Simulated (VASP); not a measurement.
# Ge in VASP: notebook

Runs on Ge. Level: PBEsol. Tasks: single point.

Everything below comes from runs of VASP 6.6.1. Logs are shortened: lines on timing, memory, paths and dates and some standing lists are left out, and cuts for length are marked.

## (1) The cell of the first run

It takes space group Cmmm (No. 65, orthorhombic). The conventional cell has a = 2.794 Å, b = 5.201 Å, c = 2.698 Å, α = 90.00°, β = 90.00°, γ = 90.00°. Ge (site symmetry mmm) has 8 Ge at 2.70 to 2.95 Å within 3.6 Å.

## (2) Single point, PBEsol

Input file INCAR:

```
SYSTEM = Ge
ALGO = Normal
EDIFF = 1E-6
ENCUT = 520
GGA = PS
ISIF = 2
ISMEAR = 1
LASPH = .True.
LCHARG = .False.
LREAL = .False.
LWAVE = .False.
NBANDS = 13
NELM = 80
PREC = Accurate
SIGMA = 0.05
```

Input file KPOINTS:

```
k-points
0
Gamma
  12 12 11
  0 0 0
```

Input file POSCAR:

```
Ge
1.0
    1.3971490000     -2.6005160000      0.0000000000
    1.3971490000      2.6005160000      0.0000000000
    0.0000000000      0.0000000000      2.6982310000
Ge
1
Direct
    0.5000000000      0.5000000000      0.0000000000
```

Potentials or basis: VASP PAW PBE potentials, release 64 (Ge_d).

On the command line:

```bash
> cat potpaw_PBE.64/Ge_d/POTCAR > POTCAR
> mpirun -np 1 vasp_std > vasp.out
```

OUTCAR:

```text
SYSTEM = Ge
   EDIFF = 1E-6
   ENCUT = 520
   GGA = PS
   ISIF = 2
   ISMEAR = 1
   LASPH = .True.
   LREAL = .False.
   NELM = 80
   PREC = Accurate

 ion  position               nearest neighbor table
   1  0.500  0.500  0.000-

  LATTYP: Found a base centered orthorhombic cell.
 ALAT       =     2.7942980000
 B/A-ratio  =     1.8613018368
 C/A-ratio  =     0.9656203454

  Lattice vectors:

 A1 = (   1.3971490000,  -2.6005160000,   0.0000000000)
 A2 = (   1.3971490000,   2.6005160000,   0.0000000000)
 A3 = (   0.0000000000,   0.0000000000,   2.6982310000)

Analysis of symmetry for initial positions (statically):
=====================================================================
 Subroutine PRICEL returns:
 Original cell was already a primitive cell.

 Routine SETGRP: Setting up the symmetry group for a
 base centered orthorhombic supercell.

 Subroutine GETGRP returns: Found  8 space group operations
 (whereof  8 operations were pure point group operations)
 out of a pool of  8 trial point group operations.

The static configuration has the point symmetry D_2h.

Analysis of symmetry for dynamics (positions and initial velocities):
=====================================================================
 Subroutine PRICEL returns:
 Original cell was already a primitive cell.

 Routine SETGRP: Setting up the symmetry group for a
 base centered orthorhombic supercell.

 Subroutine GETGRP returns: Found  8 space group operations
 (whereof  8 operations were pure point group operations)
 out of a pool of  8 trial point group operations.

The dynamic configuration has the point symmetry D_2h.

 Subroutine INISYM returns: Found  8 space group operations
 (whereof  8 operations are pure point group operations),
 and found     1 'primitive' translations

----------------------------------------------------------------------------------------

                                     Primitive cell

  volume of cell :      19.6070

  direct lattice vectors                    reciprocal lattice vectors
     1.397149000 -2.600516000  0.000000000     0.357871637 -0.192269534  0.000000000
     1.397149000  2.600516000  0.000000000     0.357871637  0.192269534  0.000000000
     0.000000000  0.000000000  2.698231000     0.000000000  0.000000000  0.370613191

  length of vectors
     2.952068562  2.952068562  2.698231000     0.406250763  0.406250763  0.370613191

  position of ions in fractional coordinates (direct lattice)
     0.500000000  0.500000000  0.000000000

  ion indices of the primitive-cell ions
   primitive index   ion index
                 1           1

----------------------------------------------------------------------------------------

 KPOINTS: k-points

Automatic generation of k-mesh.
 Grid dimensions read from file:
 generate k-points for:   12   12   11

 Generating k-lattice:

  Cartesian coordinates                     Fractional coordinates (reciprocal lattice)
     0.029822636 -0.016022461  0.000000000     0.083333333  0.000000000  0.000000000
     0.029822636  0.016022461  0.000000000     0.000000000  0.083333333  0.000000000
     0.000000000  0.000000000  0.033692108     0.000000000  0.000000000  0.090909091

  Length of vectors
     0.033854230  0.033854230  0.033692108

  Shift w.r.t. Gamma in fractional coordinates (k-lattice)
     0.000000000  0.000000000  0.000000000

 Subroutine IBZKPT returns following result:
 ===========================================

 Found    258 irreducible k-points:

 Following reciprocal coordinates:
            Coordinates               Weight
  0.000000  0.000000  0.000000      1.000000
  0.083333 -0.000000  0.000000      4.000000
  0.166667 -0.000000  0.000000      4.000000
  0.250000 -0.000000  0.000000      4.000000
  0.333333 -0.000000  0.000000      4.000000
  0.416667 -0.000000  0.000000      4.000000
[... 16 lines left out ...]
  0.500000  0.166667  0.000000      4.000000
 -0.416667  0.166667  0.000000      4.000000
 [... further k-points ...]
   k-points           NKPTS =    258   k-points in BZ     NKDIM =    258   number of bands    NBANDS=     13
   number of dos      NEDOS =    301   number of ions     NIONS =      1
   total plane-waves  NPLWV =  11520
   dimension x,y,z NGX =    24 NGY =   24 NGZ =   20
   dimension x,y,z NGXF=    48 NGYF=   48 NGZF=   40
   ions per type =               1
   NGX,Y,Z   is equivalent  to a cutoff of  13.52, 13.52, 12.32 a.u.
   NGXF,Y,Z  is equivalent  to a cutoff of  27.03, 27.03, 24.65 a.u.
 SYSTEM =  Ge
   PREC   = accura    normal or accurate (medium, high low for compatibility)
   ISTART =      0    job   : 0-new  1-cont  2-samecut
   ICHARG =      2    charge: 1-file 2-atom 10-const
   ISPIN  =      1    spin polarized calculation?
   LNONCOLLINEAR =      F non collinear calculations
   LSORBIT =      F    spin-orbit coupling
   LASPH  =      T    aspherical Exc in radial PAW
   ENCUT  =  520.0 eV  38.22 Ry    6.18 a.u.   5.49  5.49  5.02*2*pi/ulx,y,z
   NELM   =     80;   NELMIN=  2; NELMDL= -5     # of ELM steps
   EDIFF  = 0.1E-05   stopping-criterion for ELM
   LREAL  =      F    real-space projection
   EDIFFG = 0.1E-04   stopping-criterion for IOM
   NSW    =      0    number of steps for IOM
   IBRION =     -1    ionic relax: 0-MD 1-quasi-New 2-CG
   NFREE  =      0    steps in history (QN), initial steepest desc. (CG)
   ISIF   =      2    stress and relaxation
   ISYM   =      2    0-nonsym 1-usesym 2-fastsym
   POTIM  = 0.5000    time-step for ionic-motion
   TEBEG  =    0.0;   TEEND  =   0.0 temperature during run
   PSTRESS=    0.0 pullay stress
   NELECT =      14.0000    total number of electrons
   NUPDOWN=      -1.0000    fix difference up-down
   EMIN   =  10.00;   EMAX   =-10.00  energy-range for DOS
   EFERMI =   0.00;   METHOD = LEGACY
   ISMEAR =     1;   SIGMA  =   0.05  broadening in eV -4-tet -1-fermi 0-gaus
   EFERMI_NEDOS =   21; number of points for ismear=-14 and -15
   IALGO  =     38    algorithm
   IMIX   =      4    mixing-type and parameters
     AMIX     =   0.40;   BMIX     =  1.00
     AMIX_MAG =   1.60;   BMIX_MAG =  1.00
  volume/ion in A,a.u.               =      19.61       132.31
  Fermi-wavevector in a.u.,A,eV,Ry     =   1.463234  2.765111 29.130796  2.141053
  Thomas-Fermi vector in A             =   2.579353
   LORBIT       =      0    0 simple, 1 ext, 2 COOP (PROOUT), +10 PAW based schemes
   GGA     = PS    functional components
   LHFCALC =     F    Hartree Fock is set to
   AEXX    =    0.0000 exact exchange contribution
   IVDW    =     0    specifies the selected vdW correction
   LEPSILON=     F    determine dielectric tensor
   LRPA    =     F    only Hartree local field effects (RPA)
 non-spin polarized calculation
 Methfessel and Paxton  Order N= 1 SIGMA  =   0.05
  energy-cutoff  :      520.00
  volume of cell :       19.61
 maximum number of plane-waves:       542
 NGX is ok and might be reduce to    24
   NGX = 11   NGY = 11   NGZ = 11

 number of electron      14.0000003 magnetization

 Free energy of the ion-electron system (eV)
  ---------------------------------------------------
  ext. energy  EPLUGINS =         0.00000000
  ---------------------------------------------------
  free energy    TOTEN  =        -4.72762905 eV

  energy without entropy =       -4.72758267  energy(sigma->0) =       -4.72761359

 E-fermi :   6.1043     XC(G=0): -11.1880

 val. band max:        6.0996357155   @ k =   0.5000   0.3333   0.3636
 cond. band min:       6.1316431392   @ k =  -0.3333   0.0833   0.0909
 fundamental gap:      0.0320074237
 Fermi energy:         6.1042918413

 k-point     1 :       0.0000    0.0000    0.0000
  band No.  band energies     occupation
      1     -18.5902      2.00000
      2     -18.5274      2.00000
      3     -18.4765      2.00000
      4     -18.3749      2.00000
      5     -18.3573      2.00000
      6      -6.7956      2.00000
      7      12.7240      0.00000
      8      13.2030      0.00000
      9      14.7050      0.00000
     10      16.2529      0.00000
     11      18.5488      0.00000
     12      20.9073      0.00000
     13      21.0753      0.00000

 k-point     2 :       0.0833   -0.0000    0.0000
  band No.  band energies     occupation
      1     -18.5852      2.00000
      2     -18.5201      2.00000
      3     -18.4774      2.00000
      4     -18.3759      2.00000
      5     -18.3607      2.00000
      6      -6.6270      2.00000
      7      12.4808      0.00000
      8      12.8879      0.00000
      9      13.3217      0.00000
     10      16.6547      0.00000
     11      18.3646      0.00000
     12      19.7874      0.00000
     13      22.0364      0.00000

 k-point     3 :       0.1667   -0.0000    0.0000
  band No.  band energies     occupation
      1     -18.5736      2.00000
      2     -18.5047      2.00000
      3     -18.4736      2.00000
      4     -18.3797      2.00000
      5     -18.3690      2.00000
      6      -6.1217      2.00000
      7      10.0610      0.00000
      8      11.9285      0.00000
      9      13.3712      0.00000
     10      16.3200      0.00000
     11      17.6966      0.00000
     12      21.4037      0.00000
     13      24.3765      0.00000
[... 305 lines left out ...]
 k-point    23 :       0.5000    0.1667    0.0000
  band No.  band energies     occupation
      1     -18.5428      2.00000
      2     -18.4832      2.00000
      3     -18.4115      2.00000
      4     -18.4060      2.00000
      5     -18.3876      2.00000
      6      -2.5080      2.00000
      7       2.7660      2.00000
      8       6.0817      1.68471
      9      16.2854      0.00000
     10      18.2839      0.00000
     11      21.1494      0.00000
     12      24.1919      0.00000
     13      25.0355      0.00000

 k-point    24 :      -0.4167    0.1667    0.0000
  band No.  band energies     occupation
      1     -18.5451      2.00000
      2     -18.4977      2.00000
      3     -18.4243      2.00000
      4     -18.4008      2.00000
      5     -18.3808      2.00000
      6      -3.8455      2.00000
      7       4.8266      2.00000
      8       6.7636     -0.00000
      9      15.3364      0.00000
     10      18.7749      0.00000
     11      19.9442      0.00000
     12      24.9672      0.00000
     13      25.7719      0.00000

 [... further k-points ...]

------------------------ aborting loop because EDIFF is reached ----------------------------------------

  FORCE on cell =-STRESS in cart. coord.  units (eV):
  Direction    XX          YY          ZZ          XY          YZ          ZX
  --------------------------------------------------------------------------------------
  -------------------------------------------------------------------------------------
  Total       -0.4519546     -0.8226095     -0.3236436      0.0000000      0.0000000      0.0000000
  in kB      -36.9312532    -67.2191358    -26.4463818      0.0000000      0.0000000      0.0000000
  external PRESSURE =     -43.5322570 kB  Pullay stress =       0.0000000 kB

 VOLUME and BASIS-vectors are now :
 -----------------------------------------------------------------------------
  energy-cutoff  :      520.00
  volume of cell :       19.61
      direct lattice vectors                 reciprocal lattice vectors
     1.397149000 -2.600516000  0.000000000     0.357871637 -0.192269534  0.000000000
     1.397149000  2.600516000  0.000000000     0.357871637  0.192269534  0.000000000
     0.000000000  0.000000000  2.698231000     0.000000000  0.000000000  0.370613191

 POSITION                                       TOTAL-FORCE (eV/Angst)
 -----------------------------------------------------------------------------------
      1.39715      0.00000      0.00000        -0.000000      0.000000      0.000000
 -----------------------------------------------------------------------------------
    total drift:                               -0.000000     -0.000000     -0.000000

  FREE ENERGIE OF THE ION-ELECTRON SYSTEM (eV)
  ---------------------------------------------------
  free  energy   TOTEN  =        -4.7276290511 eV

  energy  without entropy=       -4.7275826707  energy(sigma->0) =       -4.72761359
```

Run time: 46 s. Hardware: 1 thread of Intel Xeon 8259CL, shared host; peak memory 0.18 GiB.

What came out:

* Free energy: -4.7276 eV
* Pressure: -4.4 GPa
* Band gap on the k mesh: zero (bands 7 and 8 overlap by 9.84 eV)

Caveat: the cell stands under tension; the PAW data sets were made with another functional, which shifts forces and pressure a little.

## (3) Single point, PBEsol

This run uses another cell than the first one, of 18.40 Å³/atom.

Input file INCAR:

```
ALGO = Normal ; EDIFF = 1E-6
ENCUT = 520 ; GGA = PS
ISIF = 2 ; ISMEAR = 1
LASPH = T ; LCHARG = T
LELF = T ; LREAL = F
LVHAR = T ; LWAVE = F
NBANDS = 13 ; NELM = 60
PREC = Accurate ; SIGMA = 0.05
```

Input file KPOINTS:

```
k-points
0
Gamma
  12 12 11
```

Input file POSCAR:

```
Ge
1.0
    1.3894365874     -2.5524212710      0.0000000000
    1.3388916211      2.5252655645      0.0000000000
    0.0000000000      0.0000000000      2.6562105718
Ge
1
Direct
    0.5000000000      0.5000000000      0.0000000000
```

Potentials or basis: VASP PAW PBE potentials, release 64 (Ge_d).

On the command line:

```bash
> cat potpaw_PBE.64/Ge_d/POTCAR > POTCAR
> mpirun -np 1 vasp_std > vasp.out
```

It took 75 s on 1 thread of Intel Xeon 8259CL, shared host; peak memory 0.21 GiB.

It converged, with:

```
Free energy            : -4.7450 eV
Pressure               : -0.1 GPa
Band gap on the k mesh : zero (bands 7 and 8 overlap by 10.39 eV)
```

Stress tensor (GPa, compression positive):
```
 2.18  0.10  0.00
 0.10 -2.73  0.00
 0.00  0.00  0.26
```

Levels at points of the mesh, in eV from the Fermi level:
| k point | band 5 | band 6 | band 7 | band 8 | band 9 | band 10 |
| --- | --- | --- | --- | --- | --- | --- |
| (0.00, 0.00, 0.00) | -24.48 | -13.45 | 6.73 | 7.67 | 9.29 | 10.27 |
| (0.50, 0.00, 0.00) | -24.50 | -8.04 | -5.77 | 3.95 | 7.97 | 10.92 |
| (0.00, 0.50, 0.00) | -24.50 | -7.77 | -5.67 | 3.34 | 7.40 | 11.13 |
| (0.50, 0.50, 0.00) | -24.49 | -8.83 | -5.96 | 5.54 | 9.46 | 10.30 |

Caveat: the PAW data sets were made with another functional, which shifts forces and pressure a little.
